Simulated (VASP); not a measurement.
# Si62C (a cell with a defect) in VASP: a series of runs

Si62C (a cell with a defect) is run at these levels: PBE+D3(BJ); tasks: single point.

All numbers are computed with VASP 6.6.1; they aren't measurements. Logs are shortened: lines on timing, memory, paths and dates and some standing lists are left out, and cuts for length are marked.

## Step 1: The cell of the first run

The cell holds a defect, 63 atoms: a = 10.860 Å, b = 10.860 Å, c = 10.860 Å, α = 90.00°, β = 90.00°, γ = 90.00°.

## Step 2: Single point, PBE+D3(BJ)

The input, INCAR:

```
SYSTEM = Si62C
  ALGO = Normal
  EDIFF = 1E-6
  ENCUT = 520
  GGA = PE
  ISIF = 2
  ISMEAR = 0
  IVDW = 12
  LASPH = .True.
  LCHARG = .False.
  LREAL = Auto
  LWAVE = .False.
  NBANDS = 163
  NELM = 80
  PREC = Accurate
  SIGMA = 0.02
```

The input, KPOINTS:

```
k-points
0
Gamma
  1 1 1
  0 0 0
```

The input, POSCAR:

```
Si62C
1.0
   10.8600000000      0.0000000000      0.0000000000
    0.0000000000     10.8600000000      0.0000000000
    0.0000000000      0.0000000000     10.8600000000
Si C
62 1
Direct
    0.5006620554     -0.0001100210      0.0006310003
    0.6236301221      0.1260374751      0.1264186714
    0.7500666467      0.2509214541      0.0001070042
    0.8748834427      0.3816850970      0.1185225116
    0.7494562381     -0.0001382009      0.2494426643
    0.8741982604      0.1261981104      0.3757328311
   -0.0095067173     -0.0090009418     -0.0003903052
    0.1204631812      0.1203874368      0.1216720725
    0.2492205313      0.2512686950      0.0013930109
    0.3801403924      0.3800036236      0.1216591141
    0.5095346114      0.5100300388     -0.0004367145
    0.6371636055      0.6524083686      0.1129429150
    0.8481419213      0.8633468005      0.1129020613
    0.2483378248      0.0002320591      0.2498006396
    0.3749352681      0.1256300294      0.3751589830
    0.5003533427      0.2521416915      0.2497526578
    0.6284207795      0.3800065410      0.3699174243
    0.7505527773      0.5101295878      0.2406389837
    0.8750892371      0.6255060249      0.3743745953
    0.5003488487      0.0001636628      0.5017962452
    0.6284306652      0.1203888266      0.6295459065
    0.7486514769      0.2512392542      0.5008046375
    0.8803636622      0.3745135960      0.6241047897
    0.7505396224     -0.0089480387      0.7596561517
    0.8750288299      0.1247533691      0.8750976215
   -0.0030754066      0.5036490277     -0.0170194206
    0.1189484818      0.6256680271      0.1185491404
    0.2496674257      0.7505304767      0.0001279779
    0.3745050267      0.8769911867      0.1265067615
    0.0003990190      0.2503644499      0.2454799372
    0.1270220024      0.3734872837      0.3700368787
    0.2502152975      0.5001435944      0.2455022026
    0.3743115430      0.6263750211      0.3757158629
    0.5006221768      0.7511273196      0.2494989178
    0.6236273429      0.8768765528      0.3756341853
    0.0004163625     -0.0041083231      0.4999075561
    0.1269851955      0.1204660100      0.6231010484
    0.2507579629      0.2497713823      0.4993783277
    0.3800238031      0.3736157020      0.6231789055
    0.5046484642      0.5001232377      0.4998860386
    0.6315592621      0.6256432356      0.6311711511
    0.7500396250      0.7505578806      0.5004879217
    0.8748667893      0.8690115279      0.6312325265
    0.2502237461     -0.0040892945      0.7497012139
    0.3743198465      0.1261649064      0.8758932086
    0.5046248740      0.2503674702      0.7496982432
    0.6316056402      0.3816188796      0.8752415823
    0.7670828218      0.5036117309      0.7531587284
   -0.0095301652      0.7499291594      0.2405783382
    0.1204957637      0.8720649657      0.3699705542
    0.0024703643      0.4980181146      0.4946909016
    0.1260231119      0.6201547566      0.6240590110
    0.2492059474      0.7518686727      0.5008274074
    0.3801567463      0.8720812650      0.6295342938
    0.0024897332      0.2450989410      0.7476262608
    0.1260244100      0.3745345840      0.8696846531
    0.2554462241      0.4981244154      0.7476536479
    0.3757966093      0.6255149424      0.8751209593
    0.5094739657      0.7499840364      0.7596231771
    0.6371679401      0.8633842925      0.9019369173
   -0.0031809340      0.7333773385      0.7532479950
    0.1189413940      0.8689300576      0.8752586432
    0.7147116606      0.7858475327      0.0353722715
```

Potentials or basis: VASP PAW PBE potentials, release 64 (Si, C).

Run with:

```sh
$ cat potpaw_PBE.64/Si/POTCAR potpaw_PBE.64/C/POTCAR > POTCAR
$ mpirun -np 1 vasp_gam > vasp.out
```

OUTCAR:

```text
SYSTEM = Si62C
   EDIFF = 1E-6
   ENCUT = 520
   GGA = PE
   ISIF = 2
   ISMEAR = 0
   IVDW = 12
   LASPH = .True.
   LREAL = Auto
   NELM = 80
   PREC = Accurate
 IVDW          = 12

 ion  position               nearest neighbor table
   1  0.501  1.000  0.001-   2 2.35  29 2.35  60 2.35  45 2.37
   2  0.624  0.126  0.126-  16 2.34   1 2.35   5 2.35   3 2.37
   3  0.750  0.251  0.000-   4 2.35  47 2.35  25 2.36   2 2.37
   4  0.875  0.382  0.119-   3 2.35  18 2.35  26 2.38  30 2.41
   5  0.749  1.000  0.249-  35 2.35   2 2.35  13 2.35   6 2.37
   6  0.874  0.126  0.376-  22 2.36   5 2.37  30 2.39  36 2.39
[... 17 lines left out ...]
  24  0.751  0.991  0.760-  25 2.35  43 2.35  21 2.39  60 2.41
  25  0.875  0.125  0.875-  24 2.35   7 2.35  55 2.35   3 2.36
  26  0.997  0.504  0.983-  56 2.33   4 2.38  27 2.38
  27  0.119  0.626  0.119-  28 2.35  49 2.35  26 2.38  32 2.41
  28  0.250  0.751  0.000-  62 2.35  27 2.35  58 2.36  29 2.37
  29  0.375  0.877  0.127-  14 2.34   1 2.35  34 2.35  28 2.37
  30  0.000  0.250  0.245-   8 2.35  31 2.35   6 2.39   4 2.41
  31  0.127  0.373  0.370-  51 2.34  30 2.35  32 2.35  38 2.36
  32  0.250  0.500  0.246-  10 2.35  31 2.35  33 2.39  27 2.41
[... 13 lines left out ...]
  46  0.505  0.250  0.750-  21 2.35  39 2.35  45 2.39  47 2.41
  47  0.632  0.382  0.875-   3 2.35  11 2.35  48 2.38  46 2.41
  48  0.767  0.504  0.753-  23 2.33  41 2.38  47 2.38
  49  0.990  0.750  0.241-  19 2.35  27 2.35  50 2.39  13 2.41
  50  0.120  0.872  0.370-  36 2.35  14 2.36  53 2.38  49 2.39
  51  0.002  0.498  0.495-  31 2.34  23 2.35  52 2.35  19 2.35
  52  0.126  0.620  0.624-  61 2.33  57 2.35  51 2.35  53 2.37
  53  0.249  0.752  0.501-  33 2.36  52 2.37  50 2.38  54 2.38
  54  0.380  0.872  0.630-  44 2.35  20 2.36  53 2.38  59 2.39
  55  0.002  0.245  0.748-  37 2.34  56 2.35  23 2.35  25 2.35
  56  0.126  0.375  0.870-  26 2.33  55 2.35  57 2.35   9 2.37
  57  0.255  0.498  0.748-  39 2.34  56 2.35  52 2.35  58 2.35
  58  0.376  0.626  0.875-  59 2.35  11 2.35  57 2.35  28 2.36
  59  0.509  0.750  0.760-  58 2.35  41 2.35  54 2.39  60 2.41
  60  0.637  0.863  0.902-  63 1.88   1 2.35  24 2.41  59 2.41
  61  0.997  0.733  0.753-  52 2.33  43 2.38  62 2.38
  62  0.119  0.869  0.875-  28 2.35   7 2.35  61 2.38  44 2.41
  63  0.715  0.786  0.035-  13 1.88  60 1.88  12 1.88

  LATTYP: Found a simple cubic cell.
 ALAT       =    10.8600000000

  Lattice vectors:

 A1 = (  10.8600000000,   0.0000000000,   0.0000000000)
 A2 = (   0.0000000000,  10.8600000000,   0.0000000000)
 A3 = (   0.0000000000,   0.0000000000,  10.8600000000)

Analysis of symmetry for initial positions (statically):
=====================================================================
 Subroutine PRICEL returns:
 Original cell was already a primitive cell.

 Routine SETGRP: Setting up the symmetry group for a
 simple cubic supercell.

 Subroutine GETGRP returns: Found  1 space group operations
 (whereof  1 operations were pure point group operations)
 out of a pool of 48 trial point group operations.

The static configuration has the point symmetry C_1 .

Analysis of symmetry for dynamics (positions and initial velocities):
=====================================================================
 Subroutine PRICEL returns:
 Original cell was already a primitive cell.

 Routine SETGRP: Setting up the symmetry group for a
 simple cubic supercell.

 Subroutine GETGRP returns: Found  1 space group operations
 (whereof  1 operations were pure point group operations)
 out of a pool of 48 trial point group operations.

The dynamic configuration has the point symmetry C_1 .

 Subroutine INISYM returns: Found  1 space group operations
 (whereof  1 operations are pure point group operations),
 and found     1 'primitive' translations

----------------------------------------------------------------------------------------

                                     Primitive cell

  volume of cell :    1280.8241

  direct lattice vectors                    reciprocal lattice vectors
    10.860000000  0.000000000  0.000000000     0.092081031  0.000000000  0.000000000
     0.000000000 10.860000000  0.000000000     0.000000000  0.092081031  0.000000000
     0.000000000  0.000000000 10.860000000     0.000000000  0.000000000  0.092081031

  length of vectors
    10.860000000 10.860000000 10.860000000     0.092081031  0.092081031  0.092081031

  position of ions in fractional coordinates (direct lattice)
     0.500662055  0.999889979  0.000631000
     0.623630122  0.126037475  0.126418671
     0.750066647  0.250921454  0.000107004
     0.874883443  0.381685097  0.118522512
     0.749456238  0.999861799  0.249442664
     0.874198260  0.126198110  0.375732831
[... 55 lines left out ...]
     0.118941394  0.868930058  0.875258643
     0.714711661  0.785847533  0.035372272

  ion indices of the primitive-cell ions
   primitive index   ion index
                 1           1
                 2           2
                 3           3
                 4           4
                 5           5
                 6           6
[... 55 lines left out ...]
                62          62
                63          63

----------------------------------------------------------------------------------------

 KPOINTS: k-points

Automatic generation of k-mesh.
 Grid dimensions read from file:
 generate k-points for:    1    1    1

 Generating k-lattice:

  Cartesian coordinates                     Fractional coordinates (reciprocal lattice)
     0.092081031  0.000000000  0.000000000     1.000000000  0.000000000  0.000000000
     0.000000000  0.092081031  0.000000000     0.000000000  1.000000000  0.000000000
     0.000000000  0.000000000  0.092081031     0.000000000  0.000000000  1.000000000

  Length of vectors
     0.092081031  0.092081031  0.092081031

  Shift w.r.t. Gamma in fractional coordinates (k-lattice)
     0.000000000  0.000000000  0.000000000

 Subroutine IBZKPT returns following result:
 ===========================================

 Found      1 irreducible k-points:

 Following reciprocal coordinates:
            Coordinates               Weight
  0.000000  0.000000  0.000000      1.000000
   k-points           NKPTS =      1   k-points in BZ     NKDIM =      1   number of bands    NBANDS=    163
   number of dos      NEDOS =    301   number of ions     NIONS =     63
   total plane-waves  NPLWV = 592704
   dimension x,y,z NGX =    84 NGY =   84 NGZ =   84
   dimension x,y,z NGXF=   168 NGYF=  168 NGZF=  168
   ions per type =              62   1
   NGX,Y,Z   is equivalent  to a cutoff of  12.86, 12.86, 12.86 a.u.
   NGXF,Y,Z  is equivalent  to a cutoff of  25.72, 25.72, 25.72 a.u.
 SYSTEM =  Si62C
   PREC   = accura    normal or accurate (medium, high low for compatibility)
   ISTART =      0    job   : 0-new  1-cont  2-samecut
   ICHARG =      2    charge: 1-file 2-atom 10-const
   ISPIN  =      1    spin polarized calculation?
   LNONCOLLINEAR =      F non collinear calculations
   LSORBIT =      F    spin-orbit coupling
   LASPH  =      T    aspherical Exc in radial PAW
   ENCUT  =  520.0 eV  38.22 Ry    6.18 a.u.  20.19 20.19 20.19*2*pi/ulx,y,z
   NELM   =     80;   NELMIN=  2; NELMDL= -5     # of ELM steps
   EDIFF  = 0.1E-05   stopping-criterion for ELM
   LREAL  =      T    real-space projection
   EDIFFG = 0.1E-04   stopping-criterion for IOM
   NSW    =      0    number of steps for IOM
   IBRION =     -1    ionic relax: 0-MD 1-quasi-New 2-CG
   NFREE  =      0    steps in history (QN), initial steepest desc. (CG)
   ISIF   =      2    stress and relaxation
   ISYM   =      2    0-nonsym 1-usesym 2-fastsym
   POTIM  = 0.5000    time-step for ionic-motion
   TEBEG  =    0.0;   TEEND  =   0.0 temperature during run
   PSTRESS=    0.0 pullay stress
   NELECT =     252.0000    total number of electrons
   NUPDOWN=      -1.0000    fix difference up-down
   EMIN   =  10.00;   EMAX   =-10.00  energy-range for DOS
   EFERMI =   0.00;   METHOD = LEGACY
   ISMEAR =     0;   SIGMA  =   0.02  broadening in eV -4-tet -1-fermi 0-gaus
   EFERMI_NEDOS =   21; number of points for ismear=-14 and -15
   IALGO  =     38    algorithm
   IMIX   =      4    mixing-type and parameters
     AMIX     =   0.40;   BMIX     =  1.00
     AMIX_MAG =   1.60;   BMIX_MAG =  1.00
  volume/ion in A,a.u.               =      20.33       137.20
  Fermi-wavevector in a.u.,A,eV,Ry     =   0.952164  1.799329 12.335269  0.906617
  Thomas-Fermi vector in A             =   2.080702
   LORBIT       =      0    0 simple, 1 ext, 2 COOP (PROOUT), +10 PAW based schemes
   GGA     = PE    functional components
   LHFCALC =     F    Hartree Fock is set to
   AEXX    =    0.0000 exact exchange contribution
   IVDW    =    12    specifies the selected vdW correction
   LEPSILON=     F    determine dielectric tensor
   LRPA    =     F    only Hartree local field effects (RPA)
 non-spin polarized calculation
 Gauss-broadening in eV      SIGMA  =   0.02
  energy-cutoff  :      520.00
  volume of cell :     1280.82
 maximum number of plane-waves:     17229
 NGX is ok and might be reduce to    84
   NGX = 41   NGY = 41   NGZ = 41

 number of electron     251.9999987 magnetization

 Free energy of the ion-electron system (eV)
  ---------------------------------------------------
  ext. energy  EPLUGINS =         0.00000000
  ---------------------------------------------------
  free energy    TOTEN  =      -335.24596613 eV

  energy without entropy =     -335.24596613  energy(sigma->0) =     -335.24596613

 E-fermi :   6.0447     XC(G=0):  -9.3035

 val. band max:        5.9128848380   @ k =   0.0000   0.0000   0.0000
 cond. band min:       6.1613473398   @ k =   0.0000   0.0000   0.0000
 fundamental gap:      0.2484625018
 Fermi energy:         6.0447273778

 k-point     1 :       0.0000    0.0000    0.0000
  band No.  band energies     occupation
      1      -6.6001      2.00000
      2      -6.0454      2.00000
      3      -5.1971      2.00000
      4      -5.1969      2.00000
      5      -5.1761      2.00000
      6      -5.1757      2.00000
[... 130 lines left out ...]
    137       6.7933      0.00000
    138       6.9346      0.00000
 [bands above 138 left out]

------------------------ aborting loop because EDIFF is reached ----------------------------------------

 Edisp (eV)  -19.51967

 E6    (eV) :   -11.4504

 E8    (eV) :    -8.0693

  FORCE on cell =-STRESS in cart. coord.  units (eV):
  Direction    XX          YY          ZZ          XY          YZ          ZX
  --------------------------------------------------------------------------------------
  -------------------------------------------------------------------------------------
  Total     -13.17657   -13.19415   -13.17812    -8.38471     8.42671    -8.40245
  in kB     -16.48252   -16.50450   -16.48445   -10.48840    10.54094   -10.51058
  external pressure =      -16.49 kB  Pullay stress =        0.00 kB

 VOLUME and BASIS-vectors are now :
 -----------------------------------------------------------------------------
  energy-cutoff  :      520.00
  volume of cell :     1280.82
      direct lattice vectors                 reciprocal lattice vectors
    10.860000000  0.000000000  0.000000000     0.092081031  0.000000000  0.000000000
     0.000000000 10.860000000  0.000000000     0.000000000  0.092081031  0.000000000
     0.000000000  0.000000000 10.860000000     0.000000000  0.000000000  0.092081031

 POSITION                                       TOTAL-FORCE (eV/Angst)
 -----------------------------------------------------------------------------------
      5.43719     10.85881      0.00685        -0.001369     -0.000477      0.002119
      6.77262      1.36877      1.37291         0.003558     -0.003949      0.004964
      8.14572      2.72501      0.00116        -0.003244      0.002497      0.000836
      9.50123      4.14510      1.28715         0.003895      0.005064     -0.000546
      8.13909     10.85850      2.70895        -0.006145     -0.000255     -0.002656
      9.49379      1.37051      4.08046         0.003564      0.001288      0.005565
[... 55 lines left out ...]
      1.29170      9.43658      9.50531        -0.005224     -0.002332     -0.009715
      7.76177      8.53430      0.38414         0.000112      0.003295     -0.002003
 -----------------------------------------------------------------------------------
    total drift:                                0.010755      0.012585     -0.008312

  FREE ENERGIE OF THE ION-ELECTRON SYSTEM (eV)
  ---------------------------------------------------
  free  energy   TOTEN  =      -354.7656387980 eV

  energy  without entropy=     -354.7656387980  energy(sigma->0) =     -354.76563880
```

It took 8.9 min on 1 thread of Oxide Virtual Turin-like, shared host; peak memory 1 GiB.

Results:

* Free energy: -354.7656 eV
* Pressure: -1.6 GPa
* Largest force: 0.028 eV/Å
* Dispersion energy per atom: -0.310 eV

Forces on the atoms (eV/Å):
```
Si  -0.001  0.000  0.002
Si   0.004 -0.004  0.005
Si  -0.003  0.002  0.001
Si   0.004  0.005 -0.001
Si  -0.006  0.000 -0.003
Si   0.004  0.001  0.006
Si   0.003  0.008 -0.013
Si   0.005 -0.004  0.006
Si   0.001 -0.001  0.002
Si   0.004 -0.002  0.005
Si  -0.006 -0.003 -0.005
Si  -0.017 -0.008  0.017
Si   0.014  0.014  0.020
Si  -0.003  0.000  0.001
Si   0.001 -0.005  0.008
Si  -0.004  0.002 -0.002
Si  -0.002  0.000 -0.004
Si   0.007 -0.009  0.003
Si  -0.007  0.001  0.003
Si  -0.004  0.006 -0.011
Si  -0.006 -0.005  0.007
Si   0.004  0.005  0.002
Si  -0.004 -0.005 -0.004
Si   0.005  0.010 -0.007
Si   0.004  0.003  0.002
Si   0.007 -0.005  0.009
Si  -0.003 -0.009 -0.007
Si  -0.001  0.005  0.003
Si   0.003 -0.004  0.000
Si  -0.003 -0.005 -0.001
Si  -0.006  0.011  0.002
Si   0.002 -0.004 -0.001
Si  -0.001 -0.005  0.012
Si   0.002 -0.001 -0.009
Si   0.002  0.005 -0.005
Si  -0.006  0.003 -0.004
Si  -0.002 -0.002  0.006
Si   0.004  0.002  0.002
Si   0.005  0.000 -0.005
Si  -0.011  0.002 -0.005
Si   0.006 -0.002  0.003
Si   0.000 -0.001  0.004
Si   0.006 -0.007  0.000
Si   0.000 -0.004 -0.001
Si   0.000  0.008 -0.002
Si  -0.002 -0.008  0.001
Si   0.004  0.002 -0.006
Si  -0.008 -0.004 -0.003
Si   0.006  0.000  0.007
Si   0.000  0.008 -0.010
Si   0.009 -0.006 -0.009
Si  -0.006  0.005  0.006
Si   0.004 -0.003  0.002
Si   0.000  0.005  0.005
Si   0.001 -0.008 -0.005
Si   0.000  0.001  0.004
Si   0.004 -0.004 -0.003
Si   0.001  0.002  0.002
Si  -0.001 -0.007 -0.006
Si  -0.016  0.012 -0.013
Si   0.011  0.005 -0.006
Si  -0.005 -0.002 -0.010
C    0.000  0.003 -0.002
```

Levels at points of the mesh, in eV from the Fermi level:
| k point | band 123 | band 124 | band 125 | band 126 | band 127 | band 128 | band 129 | band 130 |
| --- | --- | --- | --- | --- | --- | --- | --- | --- |
| (0.00, 0.00, 0.00) | -0.95 | -0.69 | -0.68 | -0.13 | 0.12 | 0.12 | 0.33 | 0.33 |

Caveat: the k points lie up to 0.58 Å⁻¹ apart.

(Part 1 of 2 ends here.)
